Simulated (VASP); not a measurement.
LiF: single point with LDA

Crystal: LiF.

```
Li F
1.0
     3.01409    0.00000    0.00000
    -1.50705    2.61028    0.00000
     0.00000    0.00000    4.70861
Li F
2 2
Direct
  0.33333 0.66667 0.36526
  0.66667 0.33333 0.86526
  0.33333 0.66667 0.99102
  0.66667 0.33333 0.49102
```

This cell differs from its parent crystal: c/a of the conventional cell at fixed volume 1.5622.

- Program: VASP 6.6.1
- Task: single point
- Functional: LDA
- Potentials or basis: VASP PAW LDA potentials, release 64 (Li_sv, F)
- Cutoff: 520 eV
- k mesh: 9 × 9 × 6
- Occupations: gaussian, width 0.05 eV
- Spin: no spin polarisation
- Dipole correction: no
- Further INCAR settings: ALGO = Normal; EDIFF = 1e-06; NBANDS = 18

The largest force is 0.310 eV/Å. The band gap on the k mesh is 7.94 eV, direct.

Forces in eV/Å, atoms in the order of the input:
```
Li   0.000  0.000  0.310
Li   0.000  0.000  0.310
F    0.000  0.000 -0.310
F    0.000  0.000 -0.310
```

Levels at points of the mesh, in eV from the valence-band top:
| k point | band 6 | band 7 | band 8 | band 9 | band 10 | band 11 | band 12 | band 13 | band 14 | band 15 |
| --- | --- | --- | --- | --- | --- | --- | --- | --- | --- | --- |
| (0.00, 0.00, 0.00) | -0.43 | -0.43 | -0.06 | -0.06 | 0.00 | 7.94 | 12.24 | 15.68 | 18.71 | 18.71 |
| (0.00, 0.00, 0.50) | -1.21 | -0.25 | -0.25 | -0.25 | -0.25 | 9.62 | 9.62 | 18.03 | 18.03 | 19.01 |

Wall time 12 s on 1 thread of AMD EPYC 9R45 96-Core Processor (Zen 5), on a shared host, peak memory 0.12 GiB.

 A k mesh can miss the band edges.
